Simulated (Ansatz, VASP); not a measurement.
BiW: VASP beside Ansatz

INCAR

```
SYSTEM = BiW
  PREC = Accurate
  ENCUT = 520
  EDIFF = 1E-6
  ISMEAR = -1
  SIGMA = 0.05
  LREAL = .FALSE.
  LASPH = .TRUE.
  NELM = 60
  ALGO = Normal
  ISIF = 2
  LWAVE = .FALSE.
  LCHARG = .TRUE.
  GGA = PS
  LELF = .TRUE.
  LVHAR = .TRUE.
  NBANDS = 22
```

The input KPOINTS:

```
regular mesh
0
G
  11 11 11
  0 0 0
```

POSCAR

```
BiW
1.0
    0.0000000000      2.6709388474      2.6709388474
    2.6709388474      0.0000000000      2.6709388474
    2.6709388474      2.6709388474      0.0000000000
W Bi
1 1
Direct
    0.0000000000      0.0000000000      0.0000000000
    0.5000000000      0.5000000000      0.5000000000
```

Input for Ansatz:

```yaml
crystal:
  lattice:
    - [0.0, 2.6709388474, 2.6709388474]
    - [2.6709388474, 0.0, 2.6709388474]
    - [2.6709388474, 2.6709388474, 0.0]
  atoms:
    - { symbol: W, position: [0.0, 0.0, 0.0] }
    - { symbol: Bi, position: [0.5, 0.5, 0.5] }
kpoints:
  mp_grid: { grid: [11, 11, 11] }
scf:
  occupations: { method: fermi_dirac, width: 0.05 }
hamiltonian:
  xc: pbesol
  pseudopotentials: { kind: paw }
output:
  forces: true
  stress: true
  eigenvalues: true
  populations: true
```

Change from the starting cell: volume scaled by 0.85, PAW files.

Alike in both runs: task single point; functional PBEsol; k mesh 11 × 11 × 11; occupations fermi-dirac, width 0.05 eV; no spin polarisation.

|  | VASP | Ansatz |
| --- | --- | --- |
| version | VASP 6.6.1 | Ansatz 0.2.0 |
| potentials or method | VASP PAW PBE potentials, release 64 (W_sv, Bi_d) | PAW with Ansatz's default frozen-core files, scalar-relativistic |
| plane-wave cutoff (eV) | 520 | 420 |
| valence electrons in the cell | 29 | 29 |

```tsv
	VASP	Ansatz	Ansatz less VASP
pressure (GPa)	29.8	29.4	-0.40
```

VASP's potentials were made for PBE, not for PBEsol. Both programs put the cell under a high pressure, so it lies far from rest at this level.

Spin-orbit coupling is off throughout.
